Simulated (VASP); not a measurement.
# FeO (Wuestite) (Fm-3m) in VASP: settings compared

The runs below take FeO (Wuestite) through single point, with BLYP+D4, BLYP.

Program: VASP 6.6.1. These are calculated values, not measurements. Logs are shortened: lines on timing, memory, paths and dates and some standing lists are left out, and cuts for length are marked.

**What was measured.**

From “W\"ustite: Electric, thermodynamic and optical properties of FeO”, 2012, arxiv:1203.1201, for a bulk crystal of FeO: band gap 2.4 eV (optical).

The runs below are set against these values where they give the same quantity.

### Step 1. The cell of the first run

Symmetry: Fm-3m, No. 225, cubic system. Conventional cell: a = 4.294 Å, b = 4.294 Å, c = 4.294 Å, α = 90.00°, β = 90.00°, γ = 90.00°. Within 2.8 Å of Fe (site symmetry m-3m) lie 6 O at 2.15 Å. O (site symmetry m-3m) has 6 Fe at 2.15 Å within 2.8 Å.

### Step 2. Single point, BLYP+D4, collinear spin, ferromagnetic start

INCAR reads:

```
  AGGAC = 1.0
  AGGAX = 1.0
  ALDAC = 0.0
  ALDAX = 1.0
  ALGO = Normal
  EDIFF = 1E-7
  ENCUT = 520
  GGA = B5
  ISIF = 2
  ISMEAR = -1
  ISPIN = 2
  IVDW = 13
  LASPH = True
  LCHARG = True
  LELF = True
  LMAXMIX = 4
  LORBIT = 11
  LREAL = False
  LVHAR = True
  LWAVE = False
  MAGMOM = 3 0
  NBANDS = 18
  NELM = 150
  PREC = Accurate
  SIGMA = 0.05
  VDW_A1 = 0.44488865
  VDW_A2 = 4.0933009
  VDW_S6 = 1.0
  VDW_S8 = 2.34076671
```

KPOINTS reads:

```
k-points
0
Gamma
  11 11 11
```

POSCAR reads:

```
FeO
1.0
    0.0000000000      2.1470228481      2.1470228481
    2.1470228481      0.0000000000      2.1470228481
    2.1470228481      2.1470228481      0.0000000000
Fe O
1 1
Direct
    0.0000000000      0.0000000000      0.0000000000
    0.5000000000      0.5000000000      0.5000000000
```

Potentials or basis: VASP PAW PBE potentials, release 64 (Fe, O).

The run is started by

```bash
> cat potpaw_PBE.64/Fe/POTCAR potpaw_PBE.64/O/POTCAR > POTCAR
> mpirun -np 1 vasp_std > vasp.out
```

OUTCAR:

```text
EDIFF = 1E-7
   ENCUT = 520
   GGA = B5
   ISIF = 2
   ISMEAR = -1
   ISPIN = 2
   IVDW = 13
   LASPH = True
   LORBIT = 11
   LREAL = False
   NELM = 150
   PREC = Accurate

 ion  position               nearest neighbor table
   1  0.000  0.000  0.000-   2 2.15   2 2.15   2 2.15   2 2.15   2 2.15   2 2.15
   2  0.500  0.500  0.500-   1 2.15   1 2.15   1 2.15   1 2.15   1 2.15   1 2.15

  LATTYP: Found a face centered cubic cell.
 ALAT       =     4.2940456962

  Lattice vectors:

 A1 = (   0.0000000000,   2.1470228481,   2.1470228481)
 A2 = (   2.1470228481,   0.0000000000,   2.1470228481)
 A3 = (   2.1470228481,   2.1470228481,   0.0000000000)

Analysis of symmetry for initial positions (statically):
=====================================================================
 Subroutine PRICEL returns:
 Original cell was already a primitive cell.

 Routine SETGRP: Setting up the symmetry group for a
 face centered cubic supercell.

 Subroutine GETGRP returns: Found 48 space group operations
 (whereof 48 operations were pure point group operations)
 out of a pool of 48 trial point group operations.

The static configuration has the point symmetry O_h .

Analysis of symmetry for dynamics (positions and initial velocities):
=====================================================================
 Subroutine PRICEL returns:
 Original cell was already a primitive cell.

 Routine SETGRP: Setting up the symmetry group for a
 face centered cubic supercell.

 Subroutine GETGRP returns: Found 48 space group operations
 (whereof 48 operations were pure point group operations)
 out of a pool of 48 trial point group operations.

The dynamic configuration has the point symmetry O_h .

Analysis of structural, dynamic, and magnetic symmetry:
=====================================================================
 Subroutine PRICEL returns:
 Original cell was already a primitive cell.

 Routine SETGRP: Setting up the symmetry group for a
 face centered cubic supercell.

 Subroutine GETGRP returns: Found 48 space group operations
 (whereof 48 operations were pure point group operations)
 out of a pool of 48 trial point group operations.

The overall configuration has the point symmetry O_h .

 Subroutine INISYM returns: Found 48 space group operations
 (whereof 48 operations are pure point group operations),
 and found     1 'primitive' translations

----------------------------------------------------------------------------------------

                                     Primitive cell

  volume of cell :      19.7943

  direct lattice vectors                    reciprocal lattice vectors
     0.000000000  2.147022848  2.147022848    -0.232880614  0.232880614  0.232880614
     2.147022848  0.000000000  2.147022848     0.232880614 -0.232880614  0.232880614
     2.147022848  2.147022848  0.000000000     0.232880614  0.232880614 -0.232880614

  length of vectors
     3.036348831  3.036348831  3.036348831     0.403361056  0.403361056  0.403361056

  position of ions in fractional coordinates (direct lattice)
     0.000000000  0.000000000  0.000000000
     0.500000000  0.500000000  0.500000000

  ion indices of the primitive-cell ions
   primitive index   ion index
                 1           1
                 2           2

----------------------------------------------------------------------------------------

 KPOINTS: k-points

Automatic generation of k-mesh.
 Grid dimensions read from file:
 generate k-points for:   11   11   11

 Generating k-lattice:

  Cartesian coordinates                     Fractional coordinates (reciprocal lattice)
    -0.021170965  0.021170965  0.021170965     0.090909091  0.000000000  0.000000000
     0.021170965 -0.021170965  0.021170965     0.000000000  0.090909091  0.000000000
     0.021170965  0.021170965 -0.021170965     0.000000000  0.000000000  0.090909091

  Length of vectors
     0.036669187  0.036669187  0.036669187

  Shift w.r.t. Gamma in fractional coordinates (k-lattice)
     0.000000000  0.000000000  0.000000000

 Subroutine IBZKPT returns following result:
 ===========================================

 Found     56 irreducible k-points:

 Following reciprocal coordinates:
            Coordinates               Weight
  0.000000  0.000000  0.000000      1.000000
  0.090909  0.000000  0.000000      8.000000
  0.181818  0.000000  0.000000      8.000000
  0.272727  0.000000  0.000000      8.000000
  0.363636  0.000000  0.000000      8.000000
  0.454545  0.000000  0.000000      8.000000
[... 16 lines left out ...]
 -0.272727  0.181818  0.000000     24.000000
 -0.181818  0.181818  0.000000     12.000000
 [... further k-points ...]
   k-points           NKPTS =     56   k-points in BZ     NKDIM =     56   number of bands    NBANDS=     18
   number of dos      NEDOS =    301   number of ions     NIONS =      2
   total plane-waves  NPLWV =  13824
   dimension x,y,z NGX =    24 NGY =   24 NGZ =   24
   dimension x,y,z NGXF=    48 NGYF=   48 NGZF=   48
   ions per type =               1   1
   NGX,Y,Z   is equivalent  to a cutoff of  13.14, 13.14, 13.14 a.u.
   NGXF,Y,Z  is equivalent  to a cutoff of  26.28, 26.28, 26.28 a.u.
 SYSTEM =  unknown system
   PREC   = accura    normal or accurate (medium, high low for compatibility)
   ISTART =      0    job   : 0-new  1-cont  2-samecut
   ICHARG =      2    charge: 1-file 2-atom 10-const
   ISPIN  =      2    spin polarized calculation?
   LNONCOLLINEAR =      F non collinear calculations
   LSORBIT =      F    spin-orbit coupling
   LASPH  =      T    aspherical Exc in radial PAW
   ENCUT  =  520.0 eV  38.22 Ry    6.18 a.u.   5.65  5.65  5.65*2*pi/ulx,y,z
   NELM   =    150;   NELMIN=  2; NELMDL= -5     # of ELM steps
   EDIFF  = 0.1E-06   stopping-criterion for ELM
   LREAL  =      F    real-space projection
   EDIFFG = 0.1E-05   stopping-criterion for IOM
   NSW    =      0    number of steps for IOM
   IBRION =     -1    ionic relax: 0-MD 1-quasi-New 2-CG
   NFREE  =      0    steps in history (QN), initial steepest desc. (CG)
   ISIF   =      2    stress and relaxation
   ISYM   =      2    0-nonsym 1-usesym 2-fastsym
   POTIM  = 0.5000    time-step for ionic-motion
   TEBEG  =    0.0;   TEEND  =   0.0 temperature during run
   PSTRESS=    0.0 pullay stress
   NELECT =      14.0000    total number of electrons
   NUPDOWN=      -1.0000    fix difference up-down
   EMIN   =  10.00;   EMAX   =-10.00  energy-range for DOS
   EFERMI =   0.00;   METHOD = LEGACY
   ISMEAR =    -1;   SIGMA  =   0.05  broadening in eV -4-tet -1-fermi 0-gaus
   EFERMI_NEDOS =   21; number of points for ismear=-14 and -15
   IALGO  =     38    algorithm
   IMIX   =      4    mixing-type and parameters
     AMIX     =   0.40;   BMIX     =  1.00
     AMIX_MAG =   1.60;   BMIX_MAG =  1.00
  volume/ion in A,a.u.               =       9.90        66.79
  Fermi-wavevector in a.u.,A,eV,Ry     =   1.458604  2.756363 28.946758  2.127527
  Thomas-Fermi vector in A             =   2.575269
   LORBIT       =     11    0 simple, 1 ext, 2 COOP (PROOUT), +10 PAW based schemes
   GGA     = B5    functional components
   LHFCALC =     F    Hartree Fock is set to
   AEXX    =    0.0000 exact exchange contribution
   IVDW    =    13    specifies the selected vdW correction
   LEPSILON=     F    determine dielectric tensor
   LRPA    =     F    only Hartree local field effects (RPA)
 spin polarized calculation
  energy-cutoff  :      520.00
  volume of cell :       19.79
 maximum number of plane-waves:       542
   NGX = 11   NGY = 11   NGZ = 11

 number of electron      13.9999997 magnetization       3.9992698

 Free energy of the ion-electron system (eV)
  ---------------------------------------------------
  ext. energy  EPLUGINS =         0.00000000
  ---------------------------------------------------
  free energy    TOTEN  =       -13.86458792 eV

  energy without entropy =      -13.85233456  energy(sigma->0) =      -13.85846124

 E-fermi :   6.6074     XC(G=0): -11.6357

 val. band max:        6.5845307753   @ k =  -0.1818   0.1818   0.0000
 cond. band min:       6.6096294174   @ k =  -0.2727   0.3636   0.0909
 fundamental gap:      0.0250986421
 Fermi energy:         6.6074220175

 spin component 1

 k-point     1 :       0.0000    0.0000    0.0000
  band No.  band energies     occupation
      1     -14.0227      1.00000
      2       2.8294      1.00000
      3       2.8294      1.00000
      4       2.8294      1.00000
      5       2.8872      1.00000
      6       2.8872      1.00000
[... 10 lines left out ...]
     17      27.6145      0.00000
     18      30.9092      0.00000
[... 463 lines left out ...]
 k-point    24 :      -0.1818    0.1818    0.0000
  band No.  band energies     occupation
      1     -13.3208      1.00000
      2      -0.5450      1.00000
      3       0.4929      1.00000
      4       1.0145      1.00000
      5       3.2389      1.00000
      6       3.5370      1.00000
[... 10 lines left out ...]
     17      33.6084      0.00000
     18      35.4629      0.00000

 [... further k-points ...]

 spin component 2

 k-point     1 :       0.0000    0.0000    0.0000
  band No.  band energies     occupation
      1     -13.4768      1.00000
      2       3.4148      1.00000
      3       3.4148      1.00000
      4       3.4148      1.00000
      5       5.8599      1.00000
      6       5.8601      1.00000
[... 10 lines left out ...]
     17      28.9713      0.00000
     18      31.8992      0.00000
[... 463 lines left out ...]
 k-point    24 :      -0.1818    0.1818    0.0000
  band No.  band energies     occupation
      1     -12.7530      1.00000
      2       0.2946      1.00000
      3       1.9183      1.00000
      4       2.0064      1.00000
      5       6.3373      0.99552
      6       6.5845      0.61250
[... 10 lines left out ...]
     17      34.2540      0.00000
     18      36.1334      0.00000

 [... further k-points ...]

------------------------ aborting loop because EDIFF is reached ----------------------------------------

  DFT-D4 for vdW energy calculation

  Edisp (eV):   -1.29981

  FORCE on cell =-STRESS in cart. coord.  units (eV):
  Direction    XX          YY          ZZ          XY          YZ          ZX
  --------------------------------------------------------------------------------------
  -------------------------------------------------------------------------------------
  Total       0.05534     0.05534     0.05534     0.00000     0.00000     0.00000
  in kB       4.47957     4.47957     4.47957     0.00000     0.00000     0.00000
  external pressure =        4.48 kB  Pullay stress =        0.00 kB

 VOLUME and BASIS-vectors are now :
 -----------------------------------------------------------------------------
  energy-cutoff  :      520.00
  volume of cell :       19.79
      direct lattice vectors                 reciprocal lattice vectors
     0.000000000  2.147022848  2.147022848    -0.232880614  0.232880614  0.232880614
     2.147022848  0.000000000  2.147022848     0.232880614 -0.232880614  0.232880614
     2.147022848  2.147022848  0.000000000     0.232880614  0.232880614 -0.232880614

 POSITION                                       TOTAL-FORCE (eV/Angst)
 -----------------------------------------------------------------------------------
      0.00000      0.00000      0.00000         0.000000      0.000000      0.000000
      2.14702      2.14702      2.14702        -0.000000     -0.000000     -0.000000
 -----------------------------------------------------------------------------------
    total drift:                                0.000000     -0.000000      0.000000

  FREE ENERGIE OF THE ION-ELECTRON SYSTEM (eV)
  ---------------------------------------------------
  free  energy   TOTEN  =       -15.1643981510 eV

  energy  without entropy=      -15.1521447898  energy(sigma->0) =      -15.15827147

 total charge

# of ion       s       p       d       tot
------------------------------------------
    1        0.287   0.358   6.130   6.775
    2        1.549   3.468   0.000   5.017
--------------------------------------------------
tot          1.836   3.826   6.130  11.792

 magnetization (x)

# of ion       s       p       d       tot
------------------------------------------
    1        0.023   0.018   3.554   3.594
    2        0.031   0.293   0.000   0.324
--------------------------------------------------
tot          0.054   0.310   3.554   3.918
```

Wall time 21 s (1 thread of Intel Xeon 6975P-C (Granite Rapids), shared host); peak memory 0.17 GiB.

What came out:

| Item | Value |
| --- | --- |
| Free energy | -15.1644 eV |
| Pressure | 0.4 GPa |
| Band gap on the k mesh | zero (filled and empty bands overlap) |
| Net moment | 4.00 μB per cell |
| Site moments | Fe +3.59; O +0.32 μB |
| Valence electrons inside the program's atomic spheres | Fe 6.78; O 5.02 |
| Dispersion energy per atom | -0.650 eV |

Caveat: the PAW data sets were made with another functional, which shifts forces and pressure a little; a cell with one magnetic atom can't hold antiferromagnetic order, which such compounds often take; semilocal functionals often make such compounds metallic where correlation or magnetic order opens a gap, which also shifts bond lengths; pairwise dispersion overbinds metals, which lowers pressure and volume.

### Step 3. Single point, BLYP, collinear spin, ferromagnetic start

This run uses another cell than the first one, of 10.01 Å³/atom, 1.012 times its volume.

INCAR reads:

```
AGGAC    = 1.0          
AGGAX    = 1.0          
ALDAC    = 0.0          
ALDAX    = 1.0          
ALGO     = Normal         # electronic algorithm
EDIFF    = 1E-6           # SCF threshold, eV
ENCUT    = 520            # plane-wave cutoff, eV
GGA      = B5             # functional
ISIF     = 2              # what is computed and relaxed
ISMEAR   = -1             # smearing method
ISPIN    = 2              # spin polarisation
LASPH    = T              # aspherical terms in the spheres
LCHARG   = T              # write CHGCAR
LELF     = T              # ELF
LMAXMIX  = 4              # l up to which the mixer works
LORBIT   = 11             # projections on sites
LREAL    = F              # projectors in reciprocal space
LVHAR    = T            
LWAVE    = F              # write WAVECAR
MAGMOM   = 3 0            # initial moments
NBANDS   = 18             # bands
NELM     = 150            # most SCF steps
PREC     = Accurate       # precision mode
SIGMA    = 0.05           # smearing width, eV
```

KPOINTS is that of step 2.

POSCAR reads:

```
FeO
1.0
    0.0000000000      2.1554000000      2.1554000000
    2.1554000000      0.0000000000      2.1554000000
    2.1554000000      2.1554000000      0.0000000000
Fe O
1 1
Direct
    0.0000000000      0.0000000000      0.0000000000
    0.5000000000      0.5000000000      0.5000000000
```

Potentials or basis: VASP PAW PBE potentials, release 64 (Fe, O).

The run is started by

```bash
> cat potpaw_PBE.64/Fe/POTCAR potpaw_PBE.64/O/POTCAR > POTCAR
> mpirun -np 1 vasp_std > vasp.out
```

OUTCAR:

```text
EDIFF = 1E-6
   ENCUT = 520
   GGA = B5
   ISIF = 2
   ISMEAR = -1
   ISPIN = 2
   LASPH = T
   LORBIT = 11
   LREAL = F
   NELM = 150
   PREC = Accurate

 ion  position               nearest neighbor table
   1  0.000  0.000  0.000-   2 2.16   2 2.16   2 2.16   2 2.16   2 2.16   2 2.16
   2  0.500  0.500  0.500-   1 2.16   1 2.16   1 2.16   1 2.16   1 2.16   1 2.16

  LATTYP: Found a face centered cubic cell.
 ALAT       =     4.3108000000

  Lattice vectors:

 A1 = (   0.0000000000,   2.1554000000,   2.1554000000)
 A2 = (   2.1554000000,   0.0000000000,   2.1554000000)
 A3 = (   2.1554000000,   2.1554000000,   0.0000000000)

[... 1220 lines left out ...]
 VOLUME and BASIS-vectors are now :
 -----------------------------------------------------------------------------
  energy-cutoff  :      520.00
  volume of cell :       20.03
      direct lattice vectors                 reciprocal lattice vectors
     0.000000000  2.155400000  2.155400000    -0.231975503  0.231975503  0.231975503
     2.155400000  0.000000000  2.155400000     0.231975503 -0.231975503  0.231975503
     2.155400000  2.155400000  0.000000000     0.231975503  0.231975503 -0.231975503

 POSITION                                       TOTAL-FORCE (eV/Angst)
 -----------------------------------------------------------------------------------
      0.00000      0.00000      0.00000         0.000000      0.000000      0.000000
      2.15540      2.15540      2.15540        -0.000000      0.000000     -0.000000
 -----------------------------------------------------------------------------------
    total drift:                                0.000000     -0.000000      0.000000

  FREE ENERGIE OF THE ION-ELECTRON SYSTEM (eV)
  ---------------------------------------------------
  free  energy   TOTEN  =       -13.8769007593 eV

  energy  without entropy=      -13.8644739976  energy(sigma->0) =      -13.87068738

 total charge

# of ion       s       p       d       tot
------------------------------------------
    1        0.284   0.350   6.122   6.756
    2        1.549   3.462   0.000   5.010
--------------------------------------------------
tot          1.832   3.812   6.122  11.767

 magnetization (x)

# of ion       s       p       d       tot
------------------------------------------
    1        0.023   0.017   3.556   3.596
    2        0.031   0.291   0.000   0.322
--------------------------------------------------
tot          0.053   0.308   3.556   3.917
```

Run time: 18 s. Hardware: 1 thread of Intel Xeon 6975P-C (Granite Rapids), shared host; peak memory 0.17 GiB.

What came out:

```
Free energy                                           : -13.8769 eV
Pressure                                              : 7.0 GPa
Band gap on the k mesh                                : zero (filled and empty bands overlap)
Net moment                                            : 4.00 μB per cell
Site moments                                          : Fe +3.60; O +0.32 μB
Valence electrons inside the program's atomic spheres : Fe 6.76; O 5.01
```

Caveat: the PAW data sets were made with another functional, which shifts forces and pressure a little; a cell with one magnetic atom can't hold antiferromagnetic order, which such compounds often take; semilocal functionals often make such compounds metallic where correlation or magnetic order opens a gap, which also shifts bond lengths.

### Step 4. Comparison with measurements

Step 2. Against the measured gap of FeO, 2.4 eV (optical; quoted in “W\"ustite: Electric, thermodynamic and optical properties of FeO”, 2012, arxiv:1203.1201), the calculated 0.00 eV is off by -2.40 eV. So large a miss can be the level of theory's own, or it may mean another phase, state or a wrong row. The value is that of BLYP+D4 on a finite k mesh, which can miss the band edges, without temperature or zero-point motion. Semilocal functionals fall short of measured gaps as a rule. The run's magnetic order (collinear spin, ferromagnetic start) needn't be the measured crystal's.
